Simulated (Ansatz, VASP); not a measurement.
# Ru: VASP beside Ansatz

```
Ru
1.0
     2.72356    0.00000    0.00000
    -1.36178    2.35867    0.00000
     0.00000    0.00000    4.28908
Ru
2
Direct
  0.33333 0.66667 0.25000
  0.66667 0.33333 0.75000
```

Alike in both runs: task single point; functional PBE; k mesh 6 × 6 × 4; occupations fermi-dirac, width 0.1 eV; no spin polarisation.

|  | VASP | Ansatz |
| --- | --- | --- |
| version | VASP 6.6.1 | Ansatz 0.2.0 |
| potentials or method | VASP PAW PBE potentials, release 64 (Ru_pv), cutoff 520 eV | plane waves (420 eV) with PAW, scalar-relativistic |
| valence electrons in the cell | 28 | 32 |

VASP gave:

* pressure (GPa): 0.8
* traceless stress, the component that is largest in VASP (GPa): -2.33

**Question.** Which values does Ansatz return?

**Answer.** Pressure (GPa): 0.9; traceless stress, the component that is largest in VASP (GPa): -2.35.

VASP's potentials hold 28 valence electrons a cell and Ansatz's 32, so a difference there can come from the potentials and not from the codes.

The k mesh is coarse, so the values compare programs but aren't converged.
